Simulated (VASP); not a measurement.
A run of VASP 6.6.1:

The input POSCAR:

```
Ga2O3
1.0
    0.0000000000      3.0390611527      0.0000000000
   -6.1278415757      1.5195305764     -0.0025325578
   -2.7766465459      0.0000000000     10.9799545168
Ga O
8 12
Direct
    0.0960663546      0.8078672907      0.9219109337
    0.0929766425      0.8140467150      0.4082511013
    0.9132027818      0.1735944364      0.6190685633
    0.9101130697      0.1797738607      0.1054087310
    0.6627892297      0.6744215405      0.6751938595
    0.6596995176      0.6806009648      0.1615340272
    0.3464799067      0.3070401866      0.8657856374
    0.3433901945      0.3132196109      0.3521258051
    0.1676413092      0.6647173817      0.5697297750
    0.1645515970      0.6708968060      0.0560699427
    0.8416278273      0.3167443454      0.9712497219
    0.8385381151      0.3229237697      0.4575898896
    0.1781728400      0.6436543200      0.8031199003
    0.1750831279      0.6498337443      0.2894600680
    0.8310962964      0.3378074071      0.7378595966
    0.8280065843      0.3439868314      0.2241997643
    0.5001665547     -0.0003331094      0.6452786722
    0.4970768425      0.0058463149      0.1316188399
    0.5091025818      0.9817948365      0.8957008247
    0.5060128696      0.9879742608      0.3820409924
```

File INCAR.step1:

```
SYSTEM = Ga2O3
PREC     = Accurate       ! precision mode
ENCUT    = 520            ! plane-wave cutoff, eV
ISMEAR   = 0              ! smearing method
SIGMA    = 0.05           ! smearing width, eV
LREAL    = Auto         
LASPH    = .TRUE.         ! aspherical terms in the spheres
NELM     = 80             ! most SCF steps
NBANDS   = 104            ! bands
ISYM     = 0            
GGA      = PE             ! functional
ALGO     = Normal         ! electronic algorithm
EDIFF    = 1E-4           ! SCF threshold, eV
LWAVE    = .TRUE.         ! write WAVECAR
LCHARG   = .FALSE.        ! write CHGCAR
KPAR     = 4
```

The input INCAR.step2:

```
SYSTEM = Ga2O3
PREC     = Accurate       ! precision mode
ENCUT    = 520            ! plane-wave cutoff, eV
EDIFF    = 1E-7           ! SCF threshold, eV
ISMEAR   = 0              ! smearing method
SIGMA    = 0.05           ! smearing width, eV
LREAL    = Auto         
LASPH    = .TRUE.         ! aspherical terms in the spheres
NELM     = 80             ! most SCF steps
ALGO     = Normal         ! electronic algorithm
ISIF     = 2              ! what is computed and relaxed
LWAVE    = .FALSE.        ! write WAVECAR
LCHARG   = .TRUE.         ! write CHGCAR
METAGGA  = R2SCAN         ! meta-GGA
LMIXTAU  = .TRUE.       
LVHAR    = .TRUE.       
NBANDS   = 104            ! bands
ISYM     = 0            
ISTART   = 1            
KPAR     = 4
```

The input KPOINTS:

```
regular mesh
0
G
  8 4 2
  0 0 0
```

Potentials or basis: VASP PAW PBE potentials, release 64 (Ga_d, O).

Command:

```console
$ cat potpaw_PBE.64/Ga_d/POTCAR potpaw_PBE.64/O/POTCAR > POTCAR
$ cp INCAR.step1 INCAR
$ mpirun -np 4 vasp_std > vasp.out
$ cp INCAR.step2 INCAR
$ mpirun -np 4 vasp_std > vasp.out
```

Hardware: 4 MPI ranks on Intel(R) Xeon(R) Platinum 8259CL CPU @ 2.50GHz (Skylake/Cascade Lake) (shared host).

Problem. How long does it take, and how much memory?

Solution. Run time: 16 min on 4 MPI ranks on Intel(R) Xeon(R) Platinum 8259CL CPU @ 2.50GHz (Skylake/Cascade Lake), on a shared host, peak memory 0.63 GiB a rank. Counts: k points 36.
